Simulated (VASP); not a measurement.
Write the native input for VASP 6.6.1 that does the following.

```
Task                   : single point
Functional             : PBE
Potentials or basis    : VASP PAW PBE potentials, release 64 (Ta_pv)
Cutoff                 : 520 eV
k mesh                 : 20 × 20 × 20
Occupations            : gaussian, width 0.15 eV
Spin                   : no spin polarisation
Dipole correction      : no
Further INCAR settings : ALGO = Fast; EDIFF = 1e-07; NBANDS = 12
```

The structure of Ta lies in POSCAR:

```
Ta
1.0
   -1.4818055359      1.4818055359      1.9980665846
    1.4818055359     -1.4818055359      1.9980665846
    1.4818055359      1.4818055359     -1.9980665846
Ta
1
Direct
    0.0000000000      0.0000000000      0.0000000000
```

One way to write it, as run:

INCAR

```
PREC = Accurate
ENCUT = 520
EDIFF = 1E-7
ISMEAR = 0
SIGMA = 0.15
LREAL = F
LASPH = T
NELM = 100
ALGO = Fast
ISIF = 2
LWAVE = F
LCHARG = F
GGA = PE
NBANDS = 12
```

KPOINTS

```
regular mesh
0
Gamma
  20 20 20
```

Potentials or basis: VASP PAW PBE potentials, release 64 (Ta_pv).

Run with:

```bash
$ cat potpaw_PBE.64/Ta_pv/POTCAR > POTCAR
$ mpirun -np 1 vasp_std > vasp.out
```

It gave:

| Quantity | Value |
| --- | --- |
| Pressure | 14.9 GPa |
| Band gap on the k mesh | zero (an odd number of electrons rules out a gap without spin polarisation) |

Caveat: the stress differs along the axes, from 8 to 18 GPa; spin-orbit coupling is left out, which moves the levels of the heavy elements.

It took 100 s on 1 thread of Intel Xeon 8259CL, with other jobs on the host, peak memory 0.25 GiB.
